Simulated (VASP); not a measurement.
# MgO (Fm-3m) in VASP: notebook

MgO is run at these levels: PBEsol; tasks: single point.

Everything below comes from runs of VASP 6.6.1. Logs are shortened: lines on timing, memory, paths and dates and some standing lists are left out, and cuts for length are marked.

**1. The cell of the first run**

Symmetry: Fm-3m, No. 225, cubic system. Conventional cell: a = 3.319 Å, b = 3.319 Å, c = 3.319 Å, α = 90.00°, β = 90.00°, γ = 90.00°. Mg (site symmetry m-3m) has 6 O at 1.66 Å within 2.2 Å. Within 2.2 Å of O (site symmetry m-3m) lie 6 Mg at 1.66 Å.

**2. Single point, PBEsol (4.57 Å³/atom)**

File INCAR:

```
SYSTEM = MgO
  ALGO = Normal
  EDIFF = 1E-6
  ENCUT = 600
  GGA = PS
  GGA_COMPAT = .False.
  ISIF = 2
  ISMEAR = 0
  LASPH = .True.
  LCHARG = .False.
  LREAL = .False.
  LWAVE = .False.
  NBANDS = 11
  NELM = 120
  PREC = Accurate
  SIGMA = 0.01
```

File KPOINTS:

```
k-points
0
Gamma
  10 10 10
  0 0 0
```

File POSCAR:

```
MgO
1.0
    0.0000000000      1.6595262518      1.6595262518
    1.6595262518      0.0000000000      1.6595262518
    1.6595262518      1.6595262518      0.0000000000
Mg O
1 1
Direct
    0.0000000000      0.0000000000      0.0000000000
    0.5000000000      0.5000000000      0.5000000000
```

Potentials or basis: VASP PAW PBE potentials, release 64 (Mg, O).

Command:

```bash
cat potpaw_PBE.64/Mg/POTCAR potpaw_PBE.64/O/POTCAR > POTCAR
mpirun -np 1 vasp_std > vasp.out
```

OUTCAR:

```text
SYSTEM = MgO
   EDIFF = 1E-6
   ENCUT = 600
   GGA = PS
   ISIF = 2
   ISMEAR = 0
   LASPH = .True.
   LREAL = .False.
   NELM = 120
   PREC = Accurate

 ion  position               nearest neighbor table
   1  0.000  0.000  0.000-   2 1.66   2 1.66   2 1.66   2 1.66   2 1.66   2 1.66
   2  0.500  0.500  0.500-   1 1.66   1 1.66   1 1.66   1 1.66   1 1.66   1 1.66

  LATTYP: Found a face centered cubic cell.
 ALAT       =     3.3190525036

  Lattice vectors:

 A1 = (   0.0000000000,   1.6595262518,   1.6595262518)
 A2 = (   1.6595262518,   0.0000000000,   1.6595262518)
 A3 = (   1.6595262518,   1.6595262518,   0.0000000000)

Analysis of symmetry for initial positions (statically):
=====================================================================
 Subroutine PRICEL returns:
 Original cell was already a primitive cell.

 Routine SETGRP: Setting up the symmetry group for a
 face centered cubic supercell.

 Subroutine GETGRP returns: Found 48 space group operations
 (whereof 48 operations were pure point group operations)
 out of a pool of 48 trial point group operations.

The static configuration has the point symmetry O_h .

Analysis of symmetry for dynamics (positions and initial velocities):
=====================================================================
 Subroutine PRICEL returns:
 Original cell was already a primitive cell.

 Routine SETGRP: Setting up the symmetry group for a
 face centered cubic supercell.

 Subroutine GETGRP returns: Found 48 space group operations
 (whereof 48 operations were pure point group operations)
 out of a pool of 48 trial point group operations.

The dynamic configuration has the point symmetry O_h .

 Subroutine INISYM returns: Found 48 space group operations
 (whereof 48 operations are pure point group operations),
 and found     1 'primitive' translations

----------------------------------------------------------------------------------------

                                     Primitive cell

  volume of cell :       9.1408

  direct lattice vectors                    reciprocal lattice vectors
     0.000000000  1.659526252  1.659526252    -0.301290805  0.301290805  0.301290805
     1.659526252  0.000000000  1.659526252     0.301290805 -0.301290805  0.301290805
     1.659526252  1.659526252  0.000000000     0.301290805  0.301290805 -0.301290805

  length of vectors
     2.346924532  2.346924532  2.346924532     0.521850982  0.521850982  0.521850982

  position of ions in fractional coordinates (direct lattice)
[... 79 lines left out ...]
   EDIFF  = 0.1E-05   stopping-criterion for ELM
   LREAL  =      F    real-space projection
[... 7 lines left out ...]
   TEBEG  =    0.0;   TEEND  =   0.0 temperature during run
   PSTRESS=    0.0 pullay stress
   NELECT =       8.0000    total number of electrons
   NUPDOWN=      -1.0000    fix difference up-down
   EMIN   =  10.00;   EMAX   =-10.00  energy-range for DOS
   EFERMI =   0.00;   METHOD = LEGACY
   ISMEAR =     0;   SIGMA  =   0.01  broadening in eV -4-tet -1-fermi 0-gaus
   EFERMI_NEDOS =   21; number of points for ismear=-14 and -15
   IALGO  =     38    algorithm
   IMIX   =      4    mixing-type and parameters
     AMIX     =   0.40;   BMIX     =  1.00
     AMIX_MAG =   1.60;   BMIX_MAG =  1.00
  volume/ion in A,a.u.               =       4.57        30.84
  Fermi-wavevector in a.u.,A,eV,Ry     =   1.565948  2.959213 33.364118  2.452193
  Thomas-Fermi vector in A             =   2.668349
   LORBIT       =      0    0 simple, 1 ext, 2 COOP (PROOUT), +10 PAW based schemes
   GGA     = PS    functional components
   LHFCALC =     F    Hartree Fock is set to
   AEXX    =    0.0000 exact exchange contribution
   IVDW    =     0    specifies the selected vdW correction
   LEPSILON=     F    determine dielectric tensor
   LRPA    =     F    only Hartree local field effects (RPA)
 non-spin polarized calculation
 Gauss-broadening in eV      SIGMA  =   0.01
  energy-cutoff  :      600.00
  volume of cell :        9.14
 maximum number of plane-waves:       322
   NGX =  9   NGY =  9   NGZ =  9

 number of electron       8.0000001 magnetization

 Free energy of the ion-electron system (eV)
  ---------------------------------------------------
  ext. energy  EPLUGINS =         0.00000000
  ---------------------------------------------------
  free energy    TOTEN  =        -4.30504361 eV

  energy without entropy =       -4.30504361  energy(sigma->0) =       -4.30504361

 E-fermi :  11.3164     XC(G=0): -15.2592

 val. band max:       11.1176631110   @ k =   0.0000   0.0000   0.0000
 cond. band min:      19.3840409044   @ k =   0.5000   0.5000   0.0000
 fundamental gap:      8.2663777934
 Fermi energy:        11.3163862200

 k-point     1 :       0.0000    0.0000    0.0000
  band No.  band energies     occupation
      1     -11.3907      2.00000
      2      11.1177      2.00000
      3      11.1177      2.00000
      4      11.1177      2.00000
      5      26.4482      0.00000
      6      30.2340      0.00000
      7      30.2340      0.00000
      8      30.2340      0.00000
      9      36.4525      0.00000
     10      39.5601      0.00000
     11      39.5601      0.00000
[... 309 lines left out ...]
 k-point    24 :       0.4000    0.3000    0.0000
  band No.  band energies     occupation
      1      -7.8658      2.00000
      2       4.4782      2.00000
      3       8.4047      2.00000
      4       8.9092      2.00000
      5      21.4039      0.00000
      6      31.1438      0.00000
      7      34.5314      0.00000
      8      40.2534      0.00000
      9      40.7639      0.00000
     10      45.8109      0.00000
     11      54.5035      0.00000

 [... further k-points ...]

------------------------ aborting loop because EDIFF is reached ----------------------------------------

  FORCE on cell =-STRESS in cart. coord.  units (eV):
  Direction    XX          YY          ZZ          XY          YZ          ZX
  --------------------------------------------------------------------------------------
  -------------------------------------------------------------------------------------
  Total       29.4725105     29.4725105     29.4725105      0.0000000     -0.0000000     -0.0000000
  in kB     5165.8921838   5165.8921838   5165.8921838      0.0000000     -0.0000000     -0.0000000
  external PRESSURE =    5165.8921838 kB  Pullay stress =       0.0000000 kB

 VOLUME and BASIS-vectors are now :
 -----------------------------------------------------------------------------
  energy-cutoff  :      600.00
  volume of cell :        9.14
      direct lattice vectors                 reciprocal lattice vectors
     0.000000000  1.659526252  1.659526252    -0.301290805  0.301290805  0.301290805
     1.659526252  0.000000000  1.659526252     0.301290805 -0.301290805  0.301290805
     1.659526252  1.659526252  0.000000000     0.301290805  0.301290805 -0.301290805

 POSITION                                       TOTAL-FORCE (eV/Angst)
 -----------------------------------------------------------------------------------
      0.00000      0.00000      0.00000         0.000000     -0.000000     -0.000000
      1.65953      1.65953      1.65953        -0.000000      0.000000      0.000000
 -----------------------------------------------------------------------------------
    total drift:                                0.000000      0.000000      0.000000

  FREE ENERGIE OF THE ION-ELECTRON SYSTEM (eV)
  ---------------------------------------------------
  free  energy   TOTEN  =        -4.3050436132 eV

  energy  without entropy=       -4.3050436132  energy(sigma->0) =       -4.30504361
```

OSZICAR:

```text
N       E                     dE             d eps       ncg     rms          rms(c)
DAV:   1     0.281304721472E+02    0.28130E+02   -0.57941E+03  1170   0.794E+02
DAV:   2    -0.674787389645E+01   -0.34878E+02   -0.34460E+02  1228   0.180E+02
DAV:   3    -0.721405150725E+01   -0.46618E+00   -0.46599E+00  1223   0.175E+01
DAV:   4    -0.721456858315E+01   -0.51708E-03   -0.51707E-03  1208   0.649E-01
DAV:   5    -0.721456920225E+01   -0.61910E-06   -0.61912E-06  1223   0.205E-02    0.977E+00
DAV:   6    -0.459333253835E+01    0.26212E+01   -0.70764E+00  1070   0.191E+01    0.259E+00
DAV:   7    -0.435596665975E+01    0.23737E+00   -0.47158E-01  1183   0.519E+00    0.135E+00
DAV:   8    -0.430543079949E+01    0.50536E-01   -0.17340E-02  1150   0.139E+00    0.101E-01
DAV:   9    -0.430513298183E+01    0.29782E-03   -0.72144E-04  1187   0.192E-01    0.410E-02
DAV:  10    -0.430504849128E+01    0.84491E-04   -0.45620E-05  1136   0.640E-02    0.140E-02
DAV:  11    -0.430504351427E+01    0.49770E-05   -0.67617E-06  1178   0.213E-02    0.879E-04
DAV:  12    -0.430504361317E+01   -0.98909E-07   -0.66821E-08   646   0.254E-03
   1 F= -.43050436E+01 E0= -.43050436E+01  d E =-.526760-176
```

stdout:

```text
POSCAR found type information on POSCAR MgO
 POSCAR found :  2 types and       2 ions
 scaLAPACK will be used
 -----------------------------------------------------------------------------
|                                                                             |
|                                                                             |
|     You enforced a specific xc type in the INCAR file but a different       |
|     I HOPE YOU KNOW WHAT YOU ARE DOING!                                     |
|                                                                             |
 -----------------------------------------------------------------------------

 LDA part: xc-table for (Slater+PW92), standard interpolation
 POSCAR, INCAR and KPOINTS ok, starting setup
 FFT: planning ... GRIDC
 FFT: planning ... GRID_SOFT
 FFT: planning ... GRID
 WAVECAR not read
 entering main loop
```

It took 4.3 s on 1 thread of Intel Xeon Platinum 8559C (Emerald Rapids), shared host; peak memory 0.13 GiB.

What came out:

| Quantity | Value |
| --- | --- |
| Free energy | -4.3050 eV |
| Pressure | 516.6 GPa |
| Band gap on the k mesh | 8.27 eV (least direct gap 10.82 eV) |

Caveat: the cell stands under pressure; the PAW data sets were made with another functional, which shifts forces and pressure a little. A k mesh can miss the band edges.

**3. Single point, PBEsol (4.29 Å³/atom)**

This run uses another cell than the first one, of 4.29 Å³/atom.

File INCAR:

```
SYSTEM = MgO
ALGO = Normal ; EDIFF = 1E-6
ENCUT = 600 ; GGA = PS
GGA_COMPAT = .FALSE. ; ISIF = 2
ISMEAR = 0 ; LASPH = .TRUE.
LCHARG = .TRUE. ; LELF = .TRUE.
LREAL = .FALSE. ; LVHAR = .TRUE.
LWAVE = .FALSE. ; NBANDS = 11
NELM = 120 ; PREC = Accurate
SIGMA = 0.01
```

File KPOINTS:

```
k-points
0
G
  10 10 10
  0 0 0
```

File POSCAR:

```
MgO
1.0
    0.0000000000      1.6249426735      1.6249426735
    1.6249426735      0.0000000000      1.6249426735
    1.6249426735      1.6249426735      0.0000000000
Mg O
1 1
Direct
    0.0000000000      0.0000000000      0.0000000000
    0.5000000000      0.5000000000      0.5000000000
```

Potentials or basis: VASP PAW PBE potentials, release 64 (Mg, O).

Command:

```bash
cat potpaw_PBE.64/Mg/POTCAR potpaw_PBE.64/O/POTCAR > POTCAR
mpirun -np 1 vasp_std > vasp.out
```

OUTCAR:

```text
SYSTEM = MgO
   EDIFF = 1E-6
   ENCUT = 600
   GGA = PS
   ISIF = 2
   ISMEAR = 0
   LASPH = .TRUE.
   LREAL = .FALSE.
   NELM = 120
   PREC = Accurate

 ion  position               nearest neighbor table
   1  0.000  0.000  0.000-   2 1.62   2 1.62   2 1.62   2 1.62   2 1.62   2 1.62
   2  0.500  0.500  0.500-   1 1.62   1 1.62   1 1.62   1 1.62   1 1.62   1 1.62

  LATTYP: Found a face centered cubic cell.
 ALAT       =     3.2498853470

  Lattice vectors:

[... 524 lines left out ...]

  FORCE on cell =-STRESS in cart. coord.  units (eV):
  Direction    XX          YY          ZZ          XY          YZ          ZX
  --------------------------------------------------------------------------------------
  -------------------------------------------------------------------------------------
  Total       34.4401011     34.4401011     34.4401011      0.0000000      0.0000000     -0.0000000
  in kB     6430.2946278   6430.2946278   6430.2946278      0.0000000      0.0000000     -0.0000000
  external PRESSURE =    6430.2946278 kB  Pullay stress =       0.0000000 kB

 VOLUME and BASIS-vectors are now :
 -----------------------------------------------------------------------------
  energy-cutoff  :      600.00
  volume of cell :        8.58
      direct lattice vectors                 reciprocal lattice vectors
     0.000000000  1.624942674  1.624942674    -0.307703163  0.307703163  0.307703163
     1.624942674  0.000000000  1.624942674     0.307703163 -0.307703163  0.307703163
     1.624942674  1.624942674  0.000000000     0.307703163  0.307703163 -0.307703163

 POSITION                                       TOTAL-FORCE (eV/Angst)
 -----------------------------------------------------------------------------------
      0.00000      0.00000      0.00000         0.000000      0.000000      0.000000
      1.62494      1.62494      1.62494        -0.000000     -0.000000     -0.000000
 -----------------------------------------------------------------------------------
    total drift:                               -0.000000     -0.000000     -0.000000

  FREE ENERGIE OF THE ION-ELECTRON SYSTEM (eV)
  ---------------------------------------------------
  free  energy   TOTEN  =        -2.2850392809 eV

  energy  without entropy=       -2.2850392809  energy(sigma->0) =       -2.28503928
```

stdout:

```text
POSCAR found type information on POSCAR MgO
 POSCAR found :  2 types and       2 ions
 scaLAPACK will be used
 -----------------------------------------------------------------------------
|                                                                             |
|                                                                             |
|     You enforced a specific xc type in the INCAR file but a different       |
|     I HOPE YOU KNOW WHAT YOU ARE DOING!                                     |
|                                                                             |
 -----------------------------------------------------------------------------

 LDA part: xc-table for (Slater+PW92), standard interpolation
 POSCAR, INCAR and KPOINTS ok, starting setup
 FFT: planning ... GRIDC
 FFT: planning ... GRID_SOFT
 FFT: planning ... GRID
 WAVECAR not read
 entering main loop
```

It took 4.9 s on 1 thread of Intel Xeon Platinum 8559C (Emerald Rapids), shared host; peak memory 0.12 GiB.

The run converged, but its numbers aren't listed here, since they failed a check.

Caveat: the cell stands under pressure; the PAW data sets were made with another functional, which shifts forces and pressure a little.

[end of part 1 of 2]
